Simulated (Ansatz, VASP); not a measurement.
## Si5PdW2 in VASP and in Ansatz

```
Si Pd W
1.0
     3.34126   -5.38755    0.00000
     3.34126    5.38755    0.00000
     0.00000    0.00000    3.19924
Si Pd W
5 1 2
Direct
  0.91743 0.65244 0.00000
  0.34756 0.08257 0.00000
  0.65244 0.91743 0.00000
  0.08257 0.34756 0.00000
  0.50000 0.50000 0.00000
  0.00000 0.00000 0.50000
  0.73273 0.26727 0.50000
  0.26727 0.73273 0.50000
```

Alike in both runs: task single point; functional PBE; k mesh 4 × 4 × 6; occupations gaussian, width 0.1 eV; no spin polarisation.

|  | VASP | Ansatz |
| --- | --- | --- |
| version | VASP 6.6.1 | Ansatz 0.2.0 |
| potentials or method | VASP PAW PBE potentials, release 64 (Si, Pd, W_sv), cutoff 500 eV | scalar-relativistic, plane waves, PAW |
| valence electrons in the cell | 58 | 66 |

Ansatz gave:

- gap on the k mesh at the Fermi level (eV): none
- pressure (GPa): -0.2
- traceless stress, the component that is largest in VASP (GPa): -0.93
- rms of the force components (eV/Å): 0.072

Task: What did VASP give for the same quantities?

Result: gap on the k mesh at the Fermi level (eV): none; pressure (GPa): -0.2; traceless stress, the component that is largest in VASP (GPa): -0.88; rms of the force components (eV/Å): 0.072.

Atom by atom the forces differ by 0.004 eV/Å (rms over components). A gap of «none» marks a metal or a gap that the smearing closes. With one functional, cell and mesh, what is left measures potentials, basis and numerics. VASP's potentials hold 58 valence electrons a cell and Ansatz's 66, so a difference there can come from the potentials and not from the codes.

Neither program's run includes spin-orbit coupling.
